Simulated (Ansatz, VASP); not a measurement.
# Ni in VASP and in Ansatz

```
Ni
1.0
    -1.40092    1.40092    1.40092
     1.40092   -1.40092    1.40092
     1.40092    1.40092   -1.40092
Ni
1
Direct
  0.00000 0.00000 0.00000
```

Alike in both runs: task single point; functional PBE; k mesh 18 × 18 × 18; occupations tetrahedron; collinear spin.

|  | VASP | Ansatz |
| --- | --- | --- |
| version | VASP 6.6.1 | Ansatz 0.2.0 |
| potentials or method | VASP PAW PBE potentials, release 64 (Ni), cutoff 520 eV | all-electron LAPW, scalar-relativistic |

```csv
,VASP,Ansatz,Ansatz less VASP
pressure (GPa),-0.5,-0.4,+0.09
net moment per atom (μB),0.53,0.54,+0.011
size of the moment on the site where the two differ most (μB),0.54,0.57,+0.026
```

Site moments also hang on the region over which each program counts them. Ansatz ran all-electron here, and VASP with PAW potentials. Ansatz's warnings: band table not solved further, stability check not made, tetrahedron derivatives may miss energy slope.
